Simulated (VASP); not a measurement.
Runs of VASP 6.6.1 on Y. The structure is that of space group Pm-3m (No. 221), or close to it. The cells are those of the table. This isn't the form of Y at room conditions, which is hcp.

```tsv
cell	k mesh	gap on the mesh (eV)	pressure (GPa)
a = 3.315 Å, 1 atom	11 × 11 × 11	none	(b)
a = 3.182 Å, 1 atom	11 × 11 × 11	none	2.4
a = 3.272 Å, 1 atom	10 × 10 × 10	none	0.0
a = 3.136 Å, 1 atom	11 × 11 × 11	none	(a)
a = 3.272 Å, 1 atom	16 × 16 × 16	none	-0.1
```

Alike in all rows: task single point; level PBE; potentials or basis VASP PAW PBE potentials, release 64 (Y_sv); no spin polarisation; cutoff (eV) 520; smearing fermi-dirac 0.1 eV.

Task: Fill in the values left out.

Result: (a) 4.0; (b) -1.1.

Caveats: the cell stands under pressure (at least some runs).

A k mesh can miss the band edges, and the runs leave out spin-orbit coupling on Y.

A gap of «none» marks levels without a gap at the run's occupations.
